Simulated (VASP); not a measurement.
Wanted: the native input for a VASP 6.6.1 run.

```yaml
Task: electric field gradients
Functional: PBE
Potentials_or_basis: VASP PAW PBE potentials, release 64 (Pt_sv_GW)
Cutoff: 430 eV
k_mesh: 18 × 18 × 18
Occupations: fermi-dirac, width 0.03 eV
Spin: no spin polarisation
Dipole_correction: no
Second_run: valence_matched
Further_INCAR_settings: ALGO = Normal; EDIFF = 1e-08; NBANDS = 15
```

The structure of Pt lies in POSCAR:

```
Pt
1.0
   -0.0293685000      1.9432157500      1.9432157500
    1.9432157500     -0.0293685000      1.9432157500
    1.9432157500      1.9432157500     -0.0293685000
Pt
1
Direct
    0.0000000000      0.0000000000      0.0000000000
```

This cell differs from its parent crystal: equal xy, yz and zx shear strains of -1.5 %.

These files were run (other wordings do the same):

INCAR

```
SYSTEM = Pt
PREC = Accurate ; ENCUT = 430
EDIFF = 1E-8 ; ISMEAR = -1
SIGMA = 0.03 ; LREAL = .False.
LASPH = .True. ; NELM = 120
ALGO = Normal ; ISIF = 2
LWAVE = .False. ; LCHARG = .False.
GGA = PE ; LEFG = .True.
NBANDS = 15 ; GGA_COMPAT = .False.
```

KPOINTS

```
Automatic mesh
0
Gamma
  18 18 18
  0 0 0
```

Potentials or basis: VASP PAW PBE potentials, release 64 (Pt_sv_GW).

The run is started by

```console
$ cat potpaw_PBE.64/Pt_sv_GW/POTCAR > POTCAR
$ mpirun -np 1 vasp_std > vasp.out
```

Results of the run:

```json
{"Pressure": "8.7 GPa", "Band gap on the k mesh": "zero (band 9 reaches 11.37 eV, above the bottom of band 10 at 9.02 eV)"}
```

Caveat: the cell differs from its parent crystal (equal xy, yz and zx shear strains of -1.5 %); without QUAD_EFG the Cq values of the log hold for a quadrupole moment of 1 mb, not for the nuclei; spin-orbit coupling is left out, which moves the levels of the heavy elements.

Run time: 63 s on 1 thread of AMD EPYC 9R45 96-Core Processor (Zen 5), with other jobs on the host, peak memory 0.18 GiB.
